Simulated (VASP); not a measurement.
# TiTe2: single point with r2SCAN

The system is TiTe2.

```xyz
3
Lattice="3.8152 0.0000 0.0000 -1.9076 3.3040 0.0000 0.0000 0.0000 6.7680" Properties=species:S:1:pos:R:3 pbc="T T T"
Ti    0.0000    0.0000    0.0000
Te    0.0000    2.2027    1.6866
Te    1.9076    1.1013    5.0814
```

```
Program                : VASP 6.6.1
Task                   : single point
Functional             : r2SCAN
Potentials or basis    : VASP PAW PBE potentials, release 64 (Ti_sv, Te)
Cutoff                 : 520 eV
k mesh                 : 15 × 15 × 9
Occupations            : gaussian, width 0.05 eV
Spin                   : no spin polarisation
Dipole correction      : no
Further INCAR settings : ALGO = Normal; EDIFF = 1e-07; NBANDS = 19
```

```json
{
 "Pressure": "0.2 GPa",
 "Largest force": "0.038 eV/Å",
 "Band gap on the k mesh": "zero (band 12 reaches 6.44 eV, above the bottom of band 13 at 5.94 eV)"
}
```

Forces in eV/Å, atoms in the order of the input:
```
Ti   0.000  0.000  0.000
Te   0.000  0.000  0.038
Te   0.000  0.000 -0.038
```

Stress tensor (GPa, compression positive):
```
0.04 0.00 0.00
0.00 0.04 0.00
0.00 0.00 0.44
```

Levels at points of the mesh, in eV from the Fermi level:
```csv
k point,band 9,band 10,band 11,band 12,band 13,band 14,band 15,band 16
"(0.00, 0.00, 0.00)",-2.04,0.02,0.32,0.32,0.46,0.80,0.80,3.12
```

Wall time 35 min on 1 thread of Oxide Virtual Turin-like Processor, on a shared host, peak memory 0.42 GiB.

Caveat: the PAW data sets were made with another functional, which shifts forces and pressure a little; spin-orbit coupling is left out, which moves the levels of the heavy elements.
